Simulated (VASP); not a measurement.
## SiC: relaxation of cell and atoms with LDA

SiC:

```
Si C
1.0
     3.07662    0.00000    0.00000
    -1.53831    2.66443    0.00000
     0.00000    0.00000   15.09808
Si C
6 6
Direct
  0.33333 0.66667 0.83299
  0.66667 0.33333 0.33299
  0.66667 0.33333 0.66650
  0.33333 0.66667 0.16650
  0.00000 0.00000 0.49973
  0.00000 0.00000 0.99973
  0.00000 0.00000 0.87437
  0.00000 0.00000 0.37437
  0.33333 0.66667 0.70800
  0.66667 0.33333 0.20800
  0.66667 0.33333 0.54152
  0.33333 0.66667 0.04152
```

| Item | Value |
| --- | --- |
| Program | VASP 6.6.1 |
| Task | relaxation of cell and atoms |
| Functional | LDA |
| Potentials or basis | VASP PAW LDA potentials, release 64 (Si, C) |
| Cutoff | 600 eV |
| k mesh | 12 × 12 × 2 |
| Occupations | gaussian, width 0.02 eV |
| Spin | no spin polarisation |
| Dipole correction | no |
| Further INCAR settings | ALGO = Normal; EDIFF = 1e-06; IBRION = 2; EDIFFG = -0.002; NSW = 100; ISIF = 3 |

* Relaxed volume: 10.15 Å³/atom
* Relaxed cell: a = 3.060 Å, b = 3.060 Å, c = 15.016 Å, α = 90.00°, β = 90.00°, γ = 120.00°
* Space group after relaxing (to 0.1 Å): P6_3mc (No. 186)
* Energy gained by relaxing: 1.9 meV/atom
* Ionic steps: 6
* Pressure after relaxing: 0.0 GPa
* Band gap on the k mesh: 1.97 eV (least direct gap 3.07 eV)

The path:
| step | energy change (eV) | largest force (eV/Å) | pressure (GPa) | volume (Å³) |
| --- | --- | --- | --- | --- |
| 1 | 0.0000 | 0.0032 | -3.57 | 123.77 |
| 2 | 0.0043 | 0.0131 | 4.11 | 119.69 |
| 3 | -0.0223 | 0.0044 | -0.01 | 121.80 |
| 4 | -0.0223 | 0.0046 | 0.06 | 121.76 |
| 5 | -0.0223 | 0.0043 | -0.05 | 121.82 |
| 6 | -0.0223 | 0.0016 | 0.00 | 121.79 |

Final structure:
```
CELL_PARAMETERS angstrom
3.06027 0.00000 0.00000
-1.53014 2.65027 0.00000
0.00000 0.00000 15.01622
ATOMIC_POSITIONS crystal
Si 0.33333 0.66667 0.83298
Si 0.66667 0.33333 0.33298
Si 0.66667 0.33333 0.66650
Si 0.33333 0.66667 0.16650
Si 0.00000 0.00000 0.49973
Si 0.00000 0.00000 0.99973
C 0.00000 0.00000 0.87437
C 0.00000 0.00000 0.37437
C 0.33333 0.66667 0.70800
C 0.66667 0.33333 0.20800
C 0.66667 0.33333 0.54152
C 0.33333 0.66667 0.04152
```

Levels at points of the mesh, in eV from the valence-band top:
| k point | band 20 | band 21 | band 22 | band 23 | band 24 | band 25 | band 26 | band 27 | band 28 | band 29 |
| --- | --- | --- | --- | --- | --- | --- | --- | --- | --- | --- |
| (0.00, 0.00, 0.00) | -0.30 | -0.30 | -0.04 | 0.00 | 0.00 | 5.31 | 5.47 | 5.89 | 6.40 | 6.57 |
| (0.50, 0.00, 0.00) | -2.28 | -1.83 | -1.80 | -1.69 | -1.11 | 1.97 | 2.16 | 3.16 | 3.86 | 4.54 |
| (0.00, 0.00, 0.50) | -0.64 | -0.10 | -0.10 | -0.10 | -0.10 | 5.37 | 5.37 | 6.12 | 6.12 | 6.89 |
| (0.50, 0.00, 0.50) | -2.38 | -1.73 | -1.73 | -1.32 | -1.32 | 2.01 | 2.01 | 3.38 | 3.38 | 4.82 |

Run time: 8.4 min on 1 thread of Intel(R) Xeon(R) Platinum 8259CL CPU @ 2.50GHz (Skylake/Cascade Lake), on a shared host, peak memory 0.32 GiB.

A k mesh can miss the band edges.
